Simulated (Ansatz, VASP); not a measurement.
# Os: VASP beside Ansatz

```xyz
2
Lattice="2.7341 0.0000 0.0000 -1.3670 2.3678 0.0000 0.0000 0.0000 4.3197" Properties=species:S:1:pos:R:3 pbc="T T T"
Os   -0.1000    1.5785    1.0799
Os    1.3670    0.7893    3.2398
```

Alike in both runs: task single point; functional PBE; k mesh 18 × 18 × 12; occupations gaussian, width 0.15 eV; no spin polarisation.

```csv
,VASP,Ansatz
version,VASP 6.6.1,Ansatz 0.2.0
potentials or method,"VASP PAW PBE potentials, release 64 (Os), cutoff 520 eV","scalar-relativistic, plane waves, PAW"
valence electrons in the cell,16,32
```

```tsv
	VASP	Ansatz	Ansatz less VASP
gap on the k mesh at the Fermi level (eV)	none	none	-
pressure (GPa)	9.4	9.4	-0.03
traceless stress, the component that is largest in VASP (GPa)	1.60	1.64	+0.045
rms of the force components (eV/Å)	0.553	0.560	+0.0066
```

Atom by atom the forces differ by 0.007 eV/Å (rms over components). A gap of «none» marks a metal or a gap that the smearing closes. VASP's potentials hold 16 valence electrons a cell and Ansatz's 32, so a difference there can come from the potentials and not from the codes.

Spin-orbit coupling is off throughout.
